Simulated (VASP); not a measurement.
# TaSi2 (P1) in VASP: a series of runs

TaSi2 is run at these levels: PBE; tasks: single point.

Program: VASP 6.6.1. These are calculated values, not measurements. Logs are shortened: lines on timing, memory, paths and dates and some standing lists are left out, and cuts for length are marked.

## Step 1: The cell of the first run

The typed cell holds 9 atoms: a = 4.806 Å, b = 4.806 Å, c = 6.600 Å, α = 90.00°, β = 90.00°, γ = 120.00°.

## Step 2: Single point, PBE (atom 1 (Ta) moved by -0.864 Å along [1 0 0] and -0.864 Å along [0 0 1])

The input, INCAR:

```
SYSTEM = TaSi2
PREC     = Accurate       ! precision mode
ENCUT    = 520            ! plane-wave cutoff, eV
EDIFF    = 1E-6           ! SCF threshold, eV
ISMEAR   = 0              ! smearing method
SIGMA    = 0.15           ! smearing width, eV
LREAL    = .FALSE.        ! projectors in reciprocal space
LASPH    = .TRUE.         ! aspherical terms in the spheres
NELM     = 80             ! most SCF steps
ALGO     = Fast           ! electronic algorithm
ISIF     = 2              ! what is computed and relaxed
LWAVE    = .FALSE.        ! write WAVECAR
LCHARG   = .TRUE.         ! write CHGCAR
GGA      = PE             ! functional
LELF     = .TRUE.         ! ELF
LVHAR    = .TRUE.       
NBANDS   = 38             ! bands
```

The input, KPOINTS:

```
regular mesh
0
G
  9 9 6
  0 0 0
```

The input, POSCAR:

```
TaSi2
1.0
    4.8060235202      0.0000000000      0.0000000000
   -2.4030117601      4.1621384597      0.0000000000
    0.0000000000      0.0000000000      6.5995345254
Ta Si
3 6
Direct
    0.3202255989      0.0000000000     -0.1309183241
    0.5000000000      0.5000000000      0.6666666667
    0.0000000000      0.5000000000      0.3333333333
    0.1589152396      0.3178304793      0.0000000000
    0.8410847604      0.1589152396      0.6666666667
    0.6821695207      0.8410847604      0.3333333333
    0.8410847604      0.6821695207      0.0000000000
    0.1589152396      0.8410847604      0.6666666667
    0.3178304793      0.1589152396      0.3333333333
```

Potentials or basis: VASP PAW PBE potentials, release 64 (Ta_pv, Si).

Command:

```console
$ cat potpaw_PBE.64/Ta_pv/POTCAR potpaw_PBE.64/Si/POTCAR > POTCAR
$ mpirun -np 1 vasp_std > vasp.out
```

OUTCAR:

```text
SYSTEM = TaSi2
   PREC = Accurate
   ENCUT = 520
   EDIFF = 1E-6
   ISMEAR = 0
   LREAL = .FALSE.
   LASPH = .TRUE.
   NELM = 80
   ISIF = 2
   GGA = PE

 ion  position               nearest neighbor table
   1  0.320  0.000  0.869-   8 1.54   7 2.21   4 2.21   2 2.50   5 2.59   5 3.07   4 3.09   7 3.09
                             9 3.16   2 3.22
   2  0.500  0.500  0.667-   1 2.50   7 2.62   4 2.62   9 2.62   6 2.62   8 2.74   5 2.74   8 2.74
                             5 2.74   5 2.84   8 2.84   1 3.22   3 3.26   3 3.26
   3  0.000  0.500  0.333-   4 2.62   7 2.62   5 2.62   8 2.62   9 2.74   6 2.74   9 2.74   6 2.74
                             6 2.84   9 2.84   2 3.26   2 3.26
   4  0.159  0.318  0.000-   1 2.21   5 2.57   9 2.57   3 2.62   2 2.62   7 2.65   7 2.84   7 2.84
                             1 3.09
   5  0.841  0.159  0.667-   4 2.57   6 2.57   1 2.59   3 2.62   8 2.65   2 2.74   2 2.74   2 2.84
                             8 2.84   8 2.84   1 3.07
   6  0.682  0.841  0.333-   7 2.57   5 2.57   2 2.62   9 2.65   3 2.74   3 2.74   3 2.84   9 2.84
                             9 2.84
   7  0.841  0.682  0.000-   1 2.21   8 2.57   6 2.57   3 2.62   2 2.62   4 2.65   4 2.84   4 2.84
                             1 3.09
   8  0.159  0.841  0.667-   1 1.54   7 2.57   9 2.57   3 2.62   5 2.65   2 2.74   2 2.74   2 2.84
                             5 2.84   5 2.84
   9  0.318  0.159  0.333-   4 2.57   8 2.57   2 2.62   6 2.65   3 2.74   3 2.74   3 2.84   6 2.84
                             6 2.84   1 3.16

 -----------------------------------------------------------------------------
|                                                                             |
|           W    W    AA    RRRRR   N    N  II  N    N   GGGG   !!!           |
|           W    W   A  A   R    R  NN   N  II  NN   N  G    G  !!!           |
|           W    W  A    A  R    R  N N  N  II  N N  N  G       !!!           |
|           W WW W  AAAAAA  RRRRR   N  N N  II  N  N N  G  GGG   !            |
|           WW  WW  A    A  R   R   N   NN  II  N   NN  G    G                |
|           W    W  A    A  R    R  N    N  II  N    N   GGGG   !!!           |
|                                                                             |
|     The distance between some ions is very small. Please check the          |
|     nearest-neighbor list in the OUTCAR file.                               |
|     I HOPE YOU KNOW WHAT YOU ARE DOING!                                     |
|                                                                             |
 -----------------------------------------------------------------------------

  LATTYP: Found a hexagonal cell.
 ALAT       =     4.8060235202
 C/A-ratio  =     1.3731798227

  Lattice vectors:

 A1 = (   4.8060235202,   0.0000000000,   0.0000000000)
 A2 = (  -2.4030117601,   4.1621384597,   0.0000000000)
 A3 = (   0.0000000000,   0.0000000000,   6.5995345254)

Analysis of symmetry for initial positions (statically):
=====================================================================
 Subroutine PRICEL returns:
 Original cell was already a primitive cell.

 Routine SETGRP: Setting up the symmetry group for a
 hexagonal supercell.

 Subroutine GETGRP returns: Found  1 space group operations
 (whereof  1 operations were pure point group operations)
 out of a pool of 24 trial point group operations.

The static configuration has the point symmetry C_1 .

Analysis of symmetry for dynamics (positions and initial velocities):
=====================================================================
 Subroutine PRICEL returns:
 Original cell was already a primitive cell.

 Routine SETGRP: Setting up the symmetry group for a
 hexagonal supercell.

 Subroutine GETGRP returns: Found  1 space group operations
 (whereof  1 operations were pure point group operations)
 out of a pool of 24 trial point group operations.

The dynamic configuration has the point symmetry C_1 .

 Subroutine INISYM returns: Found  1 space group operations
 (whereof  1 operations are pure point group operations),
 and found     1 'primitive' translations

----------------------------------------------------------------------------------------

                                     Primitive cell

  volume of cell :     132.0127

  direct lattice vectors                    reciprocal lattice vectors
     4.806023520  0.000000000  0.000000000     0.208072223  0.120130554  0.000000000
    -2.403011760  4.162138460  0.000000000     0.000000000  0.240261108  0.000000000
     0.000000000  0.000000000  6.599534525     0.000000000  0.000000000  0.151525838

  length of vectors
     4.806023520  4.806023520  6.599534525     0.240261108  0.240261108  0.151525838

  position of ions in fractional coordinates (direct lattice)
     0.320225599  0.000000000  0.869081676
     0.500000000  0.500000000  0.666666667
     1.000000000  0.500000000  0.333333333
[... 75 lines left out ...]
   EDIFF  = 0.1E-05   stopping-criterion for ELM
   LREAL  =      F    real-space projection
[... 7 lines left out ...]
   TEBEG  =    0.0;   TEEND  =   0.0 temperature during run
   PSTRESS=    0.0 pullay stress
   NELECT =      57.0000    total number of electrons
   NUPDOWN=      -1.0000    fix difference up-down
   EMIN   =  10.00;   EMAX   =-10.00  energy-range for DOS
   EFERMI =   0.00;   METHOD = LEGACY
   ISMEAR =     0;   SIGMA  =   0.15  broadening in eV -4-tet -1-fermi 0-gaus
   EFERMI_NEDOS =   21; number of points for ismear=-14 and -15
   IALGO  =     68    algorithm
   IMIX   =      4    mixing-type and parameters
     AMIX     =   0.40;   BMIX     =  1.00
     AMIX_MAG =   1.60;   BMIX_MAG =  1.00
  volume/ion in A,a.u.               =      14.67        98.99
  Fermi-wavevector in a.u.,A,eV,Ry     =   1.237356  2.338263 20.831186  1.531049
  Thomas-Fermi vector in A             =   2.371926
   LORBIT       =      0    0 simple, 1 ext, 2 COOP (PROOUT), +10 PAW based schemes
   GGA     = PE    functional components
   LHFCALC =     F    Hartree Fock is set to
   AEXX    =    0.0000 exact exchange contribution
   IVDW    =     0    specifies the selected vdW correction
   LEPSILON=     F    determine dielectric tensor
   LRPA    =     F    only Hartree local field effects (RPA)
 non-spin polarized calculation
 RMM-DIIS sequential band-by-band and
 Gauss-broadening in eV      SIGMA  =   0.15
  energy-cutoff  :      520.00
  volume of cell :      132.01
 maximum number of plane-waves:      3577
   NGX = 17   NGY = 17   NGZ = 25

 number of electron      57.0000007 magnetization

 Free energy of the ion-electron system (eV)
  ---------------------------------------------------
  ext. energy  EPLUGINS =         0.00000000
  ---------------------------------------------------
  free energy    TOTEN  =       -50.25204281 eV

  energy without entropy =      -50.20679126  energy(sigma->0) =      -50.22941704

 E-fermi :   9.0238     XC(G=0): -11.8711

 val. band max:        9.0227425621   @ k =  -0.1111   0.3333   0.0000
 cond. band min:       9.0277727899   @ k =  -0.1111   0.1111   0.3333
 fundamental gap:      0.0050302278
 Fermi energy:         9.0238119934

 k-point     1 :       0.0000    0.0000    0.0000
  band No.  band energies     occupation
      1     -26.8588      2.00000
      2     -25.8299      2.00000
      3     -25.4641      2.00000
      4     -25.3919      2.00000
      5     -25.2794      2.00000
      6     -25.1919      2.00000
[... 30 lines left out ...]
     37      12.6846      0.00000
     38      13.2023      0.00000

 k-point     2 :       0.1111    0.0000    0.0000
  band No.  band energies     occupation
      1     -26.8594      2.00000
      2     -25.8301      2.00000
      3     -25.4659      2.00000
      4     -25.3926      2.00000
      5     -25.2793      2.00000
      6     -25.1918      2.00000
[... 30 lines left out ...]
     37      12.7248      0.00000
     38      12.9478      0.00000
[... 859 lines left out ...]
     37      12.8270      0.00000
     38      12.8745      0.00000

 k-point    24 :      -0.1111    0.4444    0.0000
  band No.  band energies     occupation
      1     -26.8683      2.00000
      2     -25.8185      2.00000
      3     -25.4794      2.00000
      4     -25.3992      2.00000
      5     -25.2801      2.00000
      6     -25.1949      2.00000
[... 30 lines left out ...]
     37      12.5634      0.00000
     38      12.8226      0.00000

 [... further k-points ...]

------------------------ aborting loop because EDIFF is reached ----------------------------------------

  FORCE on cell =-STRESS in cart. coord.  units (eV):
  Direction    XX          YY          ZZ          XY          YZ          ZX
  --------------------------------------------------------------------------------------
  -------------------------------------------------------------------------------------
  Total       14.7996494     28.1026408     70.1641771      9.1480796     25.8714091     12.3821556
  in kB      179.6165244    341.0688004    851.5502830    111.0260268    313.9893703    150.2765168
  external PRESSURE =     457.4118693 kB  Pullay stress =       0.0000000 kB

 VOLUME and BASIS-vectors are now :
 -----------------------------------------------------------------------------
  energy-cutoff  :      520.00
  volume of cell :      132.01
      direct lattice vectors                 reciprocal lattice vectors
     4.806023520  0.000000000  0.000000000     0.208072223  0.120130554  0.000000000
    -2.403011760  4.162138460  0.000000000     0.000000000  0.240261108  0.000000000
     0.000000000  0.000000000  6.599534525     0.000000000  0.000000000  0.151525838

 POSITION                                       TOTAL-FORCE (eV/Angst)
 -----------------------------------------------------------------------------------
      1.53901      0.00000      5.73553        20.175094     19.608848     44.018472
      1.20151      2.08107      4.39969        -0.972494      2.511756     -2.349814
     -1.20151      2.08107      2.19984         0.305846     -0.065321      0.096891
     -0.00000      1.32285      0.00000        -3.579951      3.250071      2.521343
      3.66040      0.66143      4.39969        -0.327085      0.174077     -0.079621
      1.25739      3.50071      2.19984        -0.526426      0.057565     -0.666780
      2.40301      2.83928      0.00000        -3.610954     -3.380651      2.232561
     -1.25739      3.50071      4.39969       -12.136907    -22.110150    -44.537482
      1.14563      0.66143      2.19984         0.672876     -0.046195     -1.235569
 -----------------------------------------------------------------------------------
    total drift:                               -0.000107     -0.000599     -0.000209

  FREE ENERGIE OF THE ION-ELECTRON SYSTEM (eV)
  ---------------------------------------------------
  free  energy   TOTEN  =       -50.2520428136 eV

  energy  without entropy=      -50.2067912598  energy(sigma->0) =      -50.22941704
```

It took 22 min on 1 thread of Oxide Virtual Turin-like, shared host; peak memory 0.89 GiB.

What came out:

| Item | Value |
| --- | --- |
| Free energy | -50.2520 eV |
| Pressure | 45.7 GPa |
| Largest force | 52.241 eV/Å |
| Band gap on the k mesh | zero (an odd number of electrons rules out a gap without spin polarisation) |

Forces on the atoms (eV/Å):
```
Ta   20.175  19.609  44.018
Ta   -0.972   2.512  -2.350
Ta    0.306  -0.065   0.097
Si   -3.580   3.250   2.521
Si   -0.327   0.174  -0.080
Si   -0.526   0.058  -0.667
Si   -3.611  -3.381   2.233
Si  -12.137 -22.110 -44.537
Si    0.673  -0.046  -1.236
```

Levels at points of the mesh, in eV from the Fermi level:
```
           k point  band 25  band 26  band 27  band 28  band 29  band 30  band 31  band 32
(0.00, 0.00, 0.00)    -2.12    -1.67    -1.31    -0.78    -0.21     0.57     0.98     1.29
(0.00, 0.00, 0.50)    -1.90    -1.69    -1.29    -0.64     0.22     0.61     1.02     1.94
```

Caveat: the cell differs from its parent crystal (atom 1 (Ta) moved by -0.864 Å along [1 0 0] and -0.864 Å along [0 0 1]); atoms lie so close that the PAW spheres overlap strongly, which falsifies energies and pressures; the cell stands under pressure; spin-orbit coupling is left out, which moves the levels of the heavy elements; forces of over 1 eV/Å act on the atoms, so gaps and moduli don't describe the material at rest.

## Step 3: Single point, PBE (atom 1 (Ta) moved by -0.216 Å along [1 0 0] and -0.432 Å along [0 0 1])

The input, INCAR:

```
PREC = Accurate
ENCUT = 520
EDIFF = 1E-6
ISMEAR = 0
SIGMA = 0.15
LREAL = False
LASPH = True
NELM = 60
ALGO = Fast
ISIF = 2
LWAVE = False
LCHARG = False
GGA = PE
NBANDS = 38
```

The input, KPOINTS:

```
regular mesh
0
Gamma
  9 9 6
```

POSCAR: that of step 2 with these lines changed.

```diff
@@ -8,3 +8,3 @@
 Direct
-    0.3202255989      0.0000000000     -0.1309183241
+    0.4550563997      0.0000000000     -0.0654591621
     0.5000000000      0.5000000000      0.6666666667
```

Potentials or basis: VASP PAW PBE potentials, release 64 (Ta_pv, Si).

Command:

```console
$ cat potpaw_PBE.64/Ta_pv/POTCAR potpaw_PBE.64/Si/POTCAR > POTCAR
$ mpirun -np 1 vasp_std > vasp.out
```

Run time: 35 min. Hardware: 1 thread of Oxide Virtual Turin-like, shared host; peak memory 0.89 GiB.

The run converged. Its results:

```
Free energy            : -69.9570 eV
Pressure               : 8.1 GPa
Largest force          : 10.928 eV/Å
Band gap on the k mesh : zero (an odd number of electrons rules out a gap without spin polarisation)
```

Forces in eV/Å, atoms in the order of the input:
```
Ta   4.676  1.376  9.781
Ta  -0.559 -0.144 -0.798
Ta  -0.243  0.206 -0.733
Si  -0.981  0.189 -0.164
Si   0.859  0.645 -1.430
Si  -0.546  0.204 -0.592
Si  -0.614 -0.145 -0.295
Si  -3.006 -2.139 -5.241
Si   0.414 -0.193 -0.528
```

Stress tensor (GPa, compression positive):
```
 6.71  3.92  4.44
 3.92  2.64  3.30
 4.44  3.30 14.95
```

Levels at points of the mesh, in eV from the Fermi level:
```
           k point  band 25  band 26  band 27  band 28  band 29  band 30  band 31  band 32
(0.00, 0.00, 0.00)    -2.41    -2.14    -2.03    -1.91    -1.38     0.91     2.10     2.47
(0.00, 0.00, 0.50)    -2.08    -1.96    -1.80    -1.66     0.90     1.18     1.69     2.50
```

Caveat: the cell differs from its parent crystal (atom 1 (Ta) moved by -0.216 Å along [1 0 0] and -0.432 Å along [0 0 1]); the cell stands under pressure; spin-orbit coupling is left out, which moves the levels of the heavy elements; forces of over 1 eV/Å act on the atoms, so gaps and moduli don't describe the material at rest.

## Step 4: Single point, PBE (atom 1 (Ta) moved by -0.432 Å along [1 0 0] and -0.216 Å along [0 0 1])

The input, INCAR:

```
PREC     = Accurate       # precision mode
ENCUT    = 520            # plane-wave cutoff, eV
EDIFF    = 1E-6           # SCF threshold, eV
ISMEAR   = 0              # smearing method
SIGMA    = 0.15           # smearing width, eV
LREAL    = F              # projectors in reciprocal space
LASPH    = T              # aspherical terms in the spheres
NELM     = 60             # most SCF steps
ALGO     = Fast           # electronic algorithm
ISIF     = 2              # what is computed and relaxed
LWAVE    = F              # write WAVECAR
LCHARG   = F              # write CHGCAR
GGA      = PE             # functional
NBANDS   = 38             # bands
```

The input, KPOINTS:

```
Automatic mesh
0
Gamma
  9 9 6
```

POSCAR: that of step 3 with these lines changed.

```diff
@@ -8,3 +8,3 @@
 Direct
-    0.4550563997      0.0000000000     -0.0654591621
+    0.4101127995      0.0000000000     -0.0327295810
     0.5000000000      0.5000000000      0.6666666667
```

Command:

```console
$ cat potpaw_PBE.64/Ta_pv/POTCAR potpaw_PBE.64/Si/POTCAR > POTCAR
$ mpirun -np 1 vasp_std > vasp.out
```

Wall time 42 min (1 thread of Oxide Virtual Turin-like, shared host); peak memory 0.88 GiB.

Results (log left out):

- Free energy: -70.0619 eV
- Pressure: 7.7 GPa
- Largest force: 9.954 eV/Å
- Band gap on the k mesh: zero (an odd number of electrons rules out a gap without spin polarisation)

Forces in eV/Å, atoms in the order of the input:
```
Ta   8.749  1.086  4.621
Ta  -1.026 -0.307 -0.384
Ta  -0.679  0.400 -0.245
Si  -2.381  1.086  0.222
Si  -0.418  0.032  0.108
Si  -0.634  0.193 -0.588
Si  -2.183 -1.052 -0.055
Si  -1.541 -1.390 -3.721
Si   0.113 -0.049  0.042
```

Stress tensor (GPa, compression positive):
```
10.01  1.34  3.18
 1.34  3.81  3.83
 3.18  3.83  9.20
```

Levels at points of the mesh, in eV from the Fermi level:
| k point | band 26 | band 27 | band 28 | band 29 | band 30 | band 31 |
| --- | --- | --- | --- | --- | --- | --- |
| (0.00, 0.00, 0.00) | -2.14 | -2.00 | -1.88 | -1.38 | 0.66 | 2.30 |
| (0.00, 0.00, 0.50) | -1.99 | -1.73 | -1.64 | 0.77 | 1.03 | 2.01 |

Caveat: the cell differs from its parent crystal (atom 1 (Ta) moved by -0.432 Å along [1 0 0] and -0.216 Å along [0 0 1]); the cell stands under pressure; spin-orbit coupling is left out, which moves the levels of the heavy elements; forces of over 1 eV/Å act on the atoms, so gaps and moduli don't describe the material at rest.

## Step 5: Overview

| cell | gap on the mesh (eV) | pressure (GPa) | largest force (eV/Å) |
| --- | --- | --- | --- |
| as given, atomic positions A | none | 45.7 | 52.24 |
| as given, atomic positions B | none | 8.1 | 10.93 |
| as given, atomic positions C | none | 7.7 | 9.95 |

Alike in all rows: task single point; level PBE; potentials or basis VASP PAW PBE potentials, release 64 (Ta_pv, Si); no spin polarisation; k mesh 9 × 9 × 6; cutoff (eV) 520; smearing gaussian 0.15 eV.

Caveats: the cell stands under pressure; spin-orbit coupling is left out, which moves the levels of the heavy elements; forces of over 1 eV/Å act on the atoms, so gaps and moduli don't describe the material at rest; atoms lie so close that the PAW spheres overlap strongly, which falsifies energies and pressures (at least some runs).

Total energies depend on the potentials used, so only differences within one code and one set of settings carry meaning.
